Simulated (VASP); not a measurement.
Set up this calculation in VASP 6.6.1, as the native input.

- Task: relaxation of cell and atoms
- Functional: PBE
- Potentials or basis: VASP PAW PBE potentials, release 64 (Sn_d, Ge_d)
- Cutoff: 600 eV
- k mesh: 4 × 4 × 2
- Occupations: gaussian, width 0.2 eV
- Spin: no spin polarisation
- Dipole correction: no
- Further INCAR settings: ALGO = Normal; EDIFF = 1e-06; IBRION = 2; EDIFFG = -0.08; NSW = 36; ISIF = 3

The structure of SnGe7 lies in POSCAR:

```
SnGe7
1.0
    4.0800000000      0.0000000000      0.0000000000
    0.0000000000      4.0800000000      0.0000000000
    0.0000000000      0.0000000000     11.6000000000
Sn Ge
1 7
Direct
    0.0000000000      0.0000000000      0.0000000000
    0.5000000000      0.5000000000      0.7500000000
    0.0000000000      0.5000000000      0.6250000000
    0.5000000000      0.5000000000      0.2500000000
    0.5000000000      0.0000000000      0.3750000000
    0.5000000000      0.0000000000      0.8750000000
    0.0000000000      0.5000000000      0.1250000000
    0.0000000000      0.0000000000      0.5000000000
```

One way to write it, as run:

INCAR

```
SYSTEM = SnGe7
PREC = Accurate ; ENCUT = 600
EDIFF = 1E-6 ; ISMEAR = 0
SIGMA = 0.2 ; LREAL = .FALSE.
LASPH = .TRUE. ; NELM = 100
ALGO = Normal ; ISIF = 3
LWAVE = .FALSE. ; LCHARG = .FALSE.
GGA = PE ; IBRION = 2
NSW = 36 ; EDIFFG = -0.08
```

KPOINTS

```
regular mesh
0
G
  4 4 2
  0 0 0
```

Potentials or basis: VASP PAW PBE potentials, release 64 (Sn_d, Ge_d).

Run with:

```bash
$ cat potpaw_PBE.64/Sn_d/POTCAR potpaw_PBE.64/Ge_d/POTCAR > POTCAR
$ mpirun -np 1 vasp_std > vasp.out
```

Results of the run:

```yaml
Relaxed_volume: 25.51 Å³/atom
Relaxed_cell: a = 4.199 Å, b = 4.199 Å, c = 11.574 Å, α = 90.00°, β = 90.00°, γ = 90.00°
Space_group_after_relaxing_to_0.1_Å: P-4m2 (No. 115)
Energy_gained_by_relaxing: 50.1 meV/atom
Ionic_steps: 9
Pressure_after_relaxing: 0.1 GPa
Largest_force_after_relaxing: 0.029 eV/Å
Band_gap_on_the_k_mesh: zero (bands 56 and 57 overlap by 0.25 eV)
```

Caveat: the k points lie up to 0.37 Å⁻¹ apart in the final cell; semilocal functionals underestimate gaps, so a narrow gap can read as zero; spin-orbit coupling is left out, which moves the levels of the heavy elements.

Run time: 15 min on 1 thread of Intel(R) Xeon(R) 6975P-C (Granite Rapids) (shared host), peak memory 0.44 GiB.
